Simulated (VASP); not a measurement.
# Cu3O2 (I4/mmm) in VASP: notebook

The runs below take Cu3O2 through single point, with LDA, PBE.

Program: VASP 6.6.1. These are calculated values, not measurements. Logs are shortened: lines on timing, memory, paths and dates and some standing lists are left out, and cuts for length are marked.

### Step 1. The cell of the first run

Symmetry: I4/mmm, No. 139, tetragonal system. The conventional cell has a = 3.910 Å, b = 3.910 Å, c = 7.182 Å, α = 90.00°, β = 90.00°, γ = 90.00°. Cu (site symmetry 4/mmm) has 4 O at 1.96 Å within 2.6 Å. Within 2.4 Å of Cu (site symmetry -4m2) lie 2 O at 1.80 Å. Within 2.4 Å of O (site symmetry mmm) lie 4 Cu at 1.80 to 1.96 Å.

### Step 2. Single point, LDA

Contents of INCAR:

```
SYSTEM = Cu3O2
  ALGO = Normal
  EDIFF = 1E-7
  ENCUT = 520
  GGA = CA
  ISIF = 2
  ISMEAR = -1
  LASPH = .True.
  LCHARG = .False.
  LREAL = .False.
  LWAVE = .False.
  NBANDS = 30
  NELM = 80
  PREC = Accurate
  SIGMA = 0.05
```

Contents of KPOINTS:

```
k-points
0
Gamma
  9 9 9
  0 0 0
```

Contents of POSCAR:

```
Cu3O2
1.0
   -1.9550592132      1.9550592132      3.5908404347
    1.9550592132     -1.9550592132      3.5908404347
    1.9550592132      1.9550592132     -3.5908404347
Cu O
3 2
Direct
    0.0000000000      0.0000000000      0.0000000000
    0.7500000000      0.2500000000      0.5000000000
    0.2500000000      0.7500000000      0.5000000000
    0.5000000000      0.0000000000      0.5000000000
    0.0000000000      0.5000000000      0.5000000000
```

Potentials or basis: VASP PAW LDA potentials, release 64 (Cu, O).

On the command line:

```sh
$ cat potpaw_LDA.64/Cu/POTCAR potpaw_LDA.64/O/POTCAR > POTCAR
$ mpirun -np 1 vasp_std > vasp.out
```

OUTCAR:

```text
SYSTEM = Cu3O2
   EDIFF = 1E-7
   ENCUT = 520
   GGA = CA
   ISIF = 2
   ISMEAR = -1
   LASPH = .True.
   LREAL = .False.
   NELM = 80
   PREC = Accurate

 ion  position               nearest neighbor table
   1  0.000  0.000  0.000-   4 1.96   5 1.96   5 1.96   4 1.96   2 2.65   3 2.65   2 2.65   3 2.65
                             2 2.65   2 2.65   3 2.65   3 2.65
   2  0.750  0.250  0.500-   4 1.80   5 1.80   1 2.65   1 2.65   1 2.65   1 2.65   3 2.76   3 2.76
                             3 2.76   3 2.76
   3  0.250  0.750  0.500-   4 1.80   5 1.80   1 2.65   1 2.65   1 2.65   1 2.65   2 2.76   2 2.76
                             2 2.76   2 2.76
   4  0.500  0.000  0.500-   2 1.80   3 1.80   1 1.96   1 1.96
   5  0.000  0.500  0.500-   2 1.80   3 1.80   1 1.96   1 1.96

  LATTYP: Found a body centered tetragonal cell.
 ALAT       =     3.9101184264
 C/A-ratio  =     1.8366913956

  Lattice vectors:

 A1 = (  -1.9550592132,   1.9550592132,   3.5908404347)
 A2 = (   1.9550592132,  -1.9550592132,   3.5908404347)
 A3 = (   1.9550592132,   1.9550592132,  -3.5908404347)

Analysis of symmetry for initial positions (statically):
=====================================================================
 Subroutine PRICEL returns:
 Original cell was already a primitive cell.

 Routine SETGRP: Setting up the symmetry group for a
 body centered tetragonal supercell.

 Subroutine GETGRP returns: Found 16 space group operations
 (whereof 16 operations were pure point group operations)
 out of a pool of 16 trial point group operations.

The static configuration has the point symmetry D_4h.

Analysis of symmetry for dynamics (positions and initial velocities):
=====================================================================
 Subroutine PRICEL returns:
 Original cell was already a primitive cell.

 Routine SETGRP: Setting up the symmetry group for a
 body centered tetragonal supercell.

 Subroutine GETGRP returns: Found 16 space group operations
 (whereof 16 operations were pure point group operations)
 out of a pool of 16 trial point group operations.

The dynamic configuration has the point symmetry D_4h.

 Subroutine INISYM returns: Found 16 space group operations
 (whereof 16 operations are pure point group operations),
 and found     1 'primitive' translations
[... 97 lines left out ...]
   LSORBIT =      F    spin-orbit coupling
   LASPH  =      T    aspherical Exc in radial PAW
   ENCUT  =  520.0 eV  38.22 Ry    6.18 a.u.   8.43  8.43  8.43*2*pi/ulx,y,z
   NELM   =     80;   NELMIN=  2; NELMDL= -5     # of ELM steps
   EDIFF  = 0.1E-06   stopping-criterion for ELM
   LREAL  =      F    real-space projection
   EDIFFG = 0.1E-05   stopping-criterion for IOM
   NSW    =      0    number of steps for IOM
   IBRION =     -1    ionic relax: 0-MD 1-quasi-New 2-CG
   NFREE  =      0    steps in history (QN), initial steepest desc. (CG)
   ISIF   =      2    stress and relaxation
   ISYM   =      2    0-nonsym 1-usesym 2-fastsym
   POTIM  = 0.5000    time-step for ionic-motion
   TEBEG  =    0.0;   TEEND  =   0.0 temperature during run
   PSTRESS=    0.0 pullay stress
   NELECT =      45.0000    total number of electrons
   NUPDOWN=      -1.0000    fix difference up-down
   EMIN   =  10.00;   EMAX   =-10.00  energy-range for DOS
   EFERMI =   0.00;   METHOD = LEGACY
   ISMEAR =    -1;   SIGMA  =   0.05  broadening in eV -4-tet -1-fermi 0-gaus
   EFERMI_NEDOS =   21; number of points for ismear=-14 and -15
   IALGO  =     38    algorithm
   IMIX   =      4    mixing-type and parameters
     AMIX     =   0.40;   BMIX     =  1.00
     AMIX_MAG =   1.60;   BMIX_MAG =  1.00
  volume/ion in A,a.u.               =      10.98        74.10
  Fermi-wavevector in a.u.,A,eV,Ry     =   1.532100  2.895249 31.937356  2.347329
  Thomas-Fermi vector in A             =   2.639353
   LORBIT       =      0    0 simple, 1 ext, 2 COOP (PROOUT), +10 PAW based schemes
   GGA     = CA    functional components
   LHFCALC =     F    Hartree Fock is set to
   AEXX    =    0.0000 exact exchange contribution
   IVDW    =     0    specifies the selected vdW correction
   LEPSILON=     F    determine dielectric tensor
   LRPA    =     F    only Hartree local field effects (RPA)
 non-spin polarized calculation
  energy-cutoff  :      520.00
  volume of cell :       54.90
 maximum number of plane-waves:      1494
 NGX is ok and might be reduce to    36
   NGX = 17   NGY = 17   NGZ = 17

 number of electron      44.9999978 magnetization

 Free energy of the ion-electron system (eV)
  ---------------------------------------------------
  ext. energy  EPLUGINS =         0.00000000
  ---------------------------------------------------
  free energy    TOTEN  =       -27.24212626 eV

  energy without entropy =      -27.22706647  energy(sigma->0) =      -27.23459636

 E-fermi :   5.1450     XC(G=0): -12.1657

 val. band max:        5.1167042194   @ k =  -0.3333   0.4444   0.2222
 cond. band min:       5.1658952705   @ k =  -0.3333  -0.3333   0.1111
 fundamental gap:      0.0491910511
 Fermi energy:         5.1450362661

 k-point     1 :       0.0000    0.0000    0.0000
  band No.  band energies     occupation
      1     -14.4074      2.00000
      2     -12.8529      2.00000
      3      -2.0478      2.00000
      4      -1.0778      2.00000
      5      -1.0778      2.00000
      6      -0.3967      2.00000
[... 781 lines left out ...]
     29      16.1021      0.00000
     30      16.3813      0.00000

 [... further k-points ...]

------------------------ aborting loop because EDIFF is reached ----------------------------------------

  FORCE on cell =-STRESS in cart. coord.  units (eV):
  Direction    XX          YY          ZZ          XY          YZ          ZX
  --------------------------------------------------------------------------------------
  -------------------------------------------------------------------------------------
  Total        0.2166064      0.2166064      0.8216811      0.0000000      0.0000000      0.0000000
  in kB        6.3212924      6.3212924     23.9793806      0.0000000      0.0000000      0.0000000
  external PRESSURE =      12.2073218 kB  Pullay stress =       0.0000000 kB

 VOLUME and BASIS-vectors are now :
 -----------------------------------------------------------------------------
  energy-cutoff  :      520.00
  volume of cell :       54.90
      direct lattice vectors                 reciprocal lattice vectors
    -1.955059213  1.955059213  3.590840435     0.000000000  0.255746730  0.139243169
     1.955059213 -1.955059213  3.590840435     0.255746730  0.000000000  0.139243169
     1.955059213  1.955059213 -3.590840435     0.255746730  0.255746730  0.000000000

 POSITION                                       TOTAL-FORCE (eV/Angst)
 -----------------------------------------------------------------------------------
      0.00000      0.00000      0.00000         0.000000      0.000000      0.000000
      0.00000      1.95506      1.79542         0.000000     -0.000000      0.000000
      1.95506      0.00000      1.79542        -0.000000      0.000000     -0.000000
      0.00000      1.95506      0.00000         0.000000      0.000000      0.000000
      1.95506      0.00000      0.00000         0.000000      0.000000      0.000000
 -----------------------------------------------------------------------------------
    total drift:                                0.000000      0.000000      0.000000

  FREE ENERGIE OF THE ION-ELECTRON SYSTEM (eV)
  ---------------------------------------------------
  free  energy   TOTEN  =       -27.2421262606 eV

  energy  without entropy=      -27.2270664687  energy(sigma->0) =      -27.23459636
```

OSZICAR:

```text
N       E                     dE             d eps       ncg     rms          rms(c)
DAV:   1     0.438560845600E+03    0.43856E+03   -0.20847E+04  4684   0.244E+03
DAV:   2     0.361086624911E+02   -0.40245E+03   -0.37758E+03  4554   0.456E+02
DAV:   3    -0.310195375054E+02   -0.67128E+02   -0.63580E+02  5872   0.211E+02
DAV:   4    -0.344446153081E+02   -0.34251E+01   -0.33946E+01  6422   0.528E+01
DAV:   5    -0.344799097584E+02   -0.35294E-01   -0.35283E-01  6152   0.580E+00    0.193E+01
DAV:   6    -0.309082241206E+02    0.35717E+01   -0.54447E+01  6362   0.170E+02    0.135E+01
DAV:   7    -0.272119007790E+02    0.36963E+01   -0.15757E+01  5698   0.115E+02    0.305E+00
DAV:   8    -0.273375843784E+02   -0.12568E+00   -0.22523E+00  6744   0.153E+01    0.197E+00
DAV:   9    -0.272849020732E+02    0.52682E-01   -0.20640E-01  6652   0.193E+01    0.169E+00
DAV:  10    -0.272509418809E+02    0.33960E-01   -0.17618E-01  6970   0.158E+01    0.649E-01
DAV:  11    -0.272457301961E+02    0.52117E-02   -0.24107E-02  7028   0.277E+00    0.505E-01
DAV:  12    -0.272421419088E+02    0.35883E-02   -0.14290E-02  6912   0.119E+00    0.792E-02
DAV:  13    -0.272421712154E+02   -0.29307E-04   -0.10135E-03  5820   0.382E-01    0.606E-02
DAV:  14    -0.272421291333E+02    0.42082E-04   -0.15702E-04  6840   0.301E-01    0.170E-02
DAV:  15    -0.272421267792E+02    0.23541E-05   -0.31431E-05  6948   0.149E-01    0.582E-03
DAV:  16    -0.272421263106E+02    0.46862E-06   -0.42801E-06  7764   0.425E-02    0.160E-03
DAV:  17    -0.272421262606E+02    0.49998E-07   -0.46617E-07  5032   0.868E-03
   1 F= -.27242126E+02 E0= -.27234596E+02  d E =-.150598E-01
```

stdout:

```text
POSCAR found type information on POSCAR CuO
 POSCAR found :  2 types and       5 ions
 scaLAPACK will be used
 LDA part: xc-table for (Slater(with rela. corr.)+CA(PZ))
 , standard interpolation
 POSCAR, INCAR and KPOINTS ok, starting setup
 FFT: planning ... GRIDC
 FFT: planning ... GRID_SOFT
 FFT: planning ... GRID
 WAVECAR not read
 entering main loop
```

Wall time 78 s (1 thread of Intel Xeon 6975P-C (Granite Rapids), shared host); peak memory 0.23 GiB.

Results:

```yaml
Free_energy: -27.2421 eV
Pressure: 1.2 GPa
```

Stress tensor (GPa, compression positive):
```
0.63 0.00 0.00
0.00 0.63 0.00
0.00 0.00 2.40
```

Caveat: an odd number of electrons without spin polarisation forces a metal; a magnetic or distorted state may lie lower. With open d or f shells a metallic result of LDA can be an artefact of self-interaction; +U or a hybrid may open a gap.

### Step 3. Single point, LDA

This run uses another cell than the first one, of 12.03 Å³/atom, 1.095 times its volume.

Contents of INCAR:

```
PREC = Accurate
ENCUT = 520
EDIFF = 1E-6
ISMEAR = -1
SIGMA = 0.05
LREAL = F
LASPH = T
NELM = 100
ALGO = Normal
ISIF = 2
LWAVE = F
LCHARG = F
GGA = CA
NBANDS = 30
```

Contents of KPOINTS:

```
Automatic mesh
0
Gamma
  9 9 9
```

POSCAR: that of step 2 with these lines changed.

```diff
@@ -2,5 +2,5 @@
 1.0
-   -1.9550592132      1.9550592132      3.5908404347
-    1.9550592132     -1.9550592132      3.5908404347
-    1.9550592132      1.9550592132     -3.5908404347
+   -2.0229820000      2.0229820000      3.6736170000
+    2.0229820000     -2.0229820000      3.6736170000
+    2.0229820000      2.0229820000     -3.6736170000
 Cu O
```

Potentials or basis: VASP PAW LDA potentials, release 64 (Cu, O).

On the command line:

```sh
$ cat potpaw_LDA.64/Cu/POTCAR potpaw_LDA.64/O/POTCAR > POTCAR
$ mpirun -np 1 vasp_std > vasp.out
```

Run time: 88 s. Hardware: 1 thread of Intel Xeon 6975P-C (Granite Rapids), shared host; peak memory 0.24 GiB.

Results (log left out):

- Free energy: -27.0800 eV
- Pressure: -10.8 GPa

Stress tensor (GPa, compression positive):
```
 -8.48   0.00   0.00
  0.00  -8.48   0.00
  0.00   0.00 -15.45
```

Levels at points of the mesh, in eV from the Fermi level:
| k point | band 21 | band 22 | band 23 | band 24 | band 25 | band 26 |
| --- | --- | --- | --- | --- | --- | --- |
| (0.00, 0.00, 0.00) | -0.75 | -0.75 | 0.38 | 0.49 | 5.16 | 5.16 |

Caveat: an odd number of electrons without spin polarisation forces a metal; a magnetic or distorted state may lie lower. With open d or f shells a metallic result of LDA can be an artefact of self-interaction; +U or a hybrid may open a gap.

### Step 4. Single point, PBE

This run uses another cell than the first one, of 12.03 Å³/atom, 1.095 times its volume.

Contents of INCAR:

```
SYSTEM = Cu3O2
PREC = Accurate
ENCUT = 520
EDIFF = 1E-7
ISMEAR = -1
SIGMA = 0.05
LREAL = .False.
LASPH = .True.
NELM = 60
ALGO = Normal
ISIF = 2
LWAVE = .False.
LCHARG = .True.
GGA = PE
LELF = .True.
LVHAR = .True.
NBANDS = 30
```

Contents of KPOINTS:

```
regular mesh
0
Gamma
  9 9 9
  0 0 0
```

POSCAR is that of step 3.

Potentials or basis: VASP PAW PBE potentials, release 64 (Cu, O).

On the command line:

```sh
$ cat potpaw_PBE.64/Cu/POTCAR potpaw_PBE.64/O/POTCAR > POTCAR
$ mpirun -np 1 vasp_std > vasp.out
```

Wall time 6.4 min (1 thread of AMD EPYC, shared host); peak memory 0.23 GiB.

Results (log left out):

```yaml
Free_energy: -22.7073 eV
Pressure: 1.5 GPa
```

Stress tensor (GPa, compression positive):
```
1.28 0.00 0.00
0.00 1.28 0.00
0.00 0.00 1.94
```

Levels at points of the mesh, in eV from the Fermi level:
| k point | band 21 | band 22 | band 23 | band 24 | band 25 | band 26 |
| --- | --- | --- | --- | --- | --- | --- |
| (0.00, 0.00, 0.00) | -0.78 | -0.78 | 0.40 | 0.48 | 5.20 | 5.20 |

Caveat: an odd number of electrons without spin polarisation forces a metal; a magnetic or distorted state may lie lower.

### Step 5. Summary

| level | potentials or basis | cell | gap on the mesh (eV) | pressure (GPa) |
| --- | --- | --- | --- | --- |
| LDA | VASP PAW LDA potentials, release 64 (Cu, O) | a = 4.532 Å, angles 128.9, 128.9, 75.2°, 5 atoms | none | 1.2 |
| LDA | VASP PAW LDA potentials, release 64 (Cu, O) | a = 4.656 Å, angles 128.5, 128.5, 75.8°, 5 atoms | none | -10.8 |
| PBE | VASP PAW PBE potentials, release 64 (Cu, O) | a = 4.656 Å, angles 128.5, 128.5, 75.8°, 5 atoms | none | 1.5 |

Alike in all rows: task single point; no spin polarisation; k mesh 9 × 9 × 9; cutoff (eV) 520; smearing fermi-dirac 0.05 eV.

Caveats: an odd number of electrons without spin polarisation forces a metal; a magnetic or distorted state may lie lower.

Absolute energies hang on the potentials; compare differences alone.
